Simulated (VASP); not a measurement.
Runs of VASP 6.6.1 on Re. The structure is that of space group Pm-3m (No. 221), or close to it. The cells are those of the table. This isn't the form of Re at room conditions, which is hcp.

```csv
cell,k mesh,gap on the mesh (eV),pressure (GPa)
"a = 2.545 Å, 1 atom",13 × 13 × 13,none,24.1
"a = 2.508 Å, 1 atom",13 × 13 × 13,none,40.1
"a = 2.582 Å, 1 atom",13 × 13 × 13,none,11.1
"a = 2.617 Å, 1 atom",20 × 20 × 20,none,0.7
"a = 2.718 Å, 1 atom",13 × 13 × 13,none,(a)
"a = 2.617 Å, 1 atom",13 × 13 × 13,none,0.7
"a = 2.617 Å, 1 atom",12 × 12 × 12,none,(b)
"a = 2.652 Å, 1 atom",13 × 13 × 13,none,-7.7
```

Alike in all rows: task single point; level BLYP; potentials or basis VASP PAW PBE potentials, release 64 (Re); no spin polarisation; cutoff (eV) 520; smearing fermi-dirac 0.1 eV.

**Question.** Fill in the values left out.

**Answer.** (a) -19.8; (b) 0.8.

Caveats: the PAW data sets were made with another functional, which shifts forces and pressure a little; spin-orbit coupling is left out, which moves the levels of the heavy elements; the cell stands under pressure (at least some runs); the cell stands under tension (at least some runs).

A k mesh can miss the band edges, and the runs leave out spin-orbit coupling on Re.

A gap of «none» marks levels without a gap at the run's occupations.
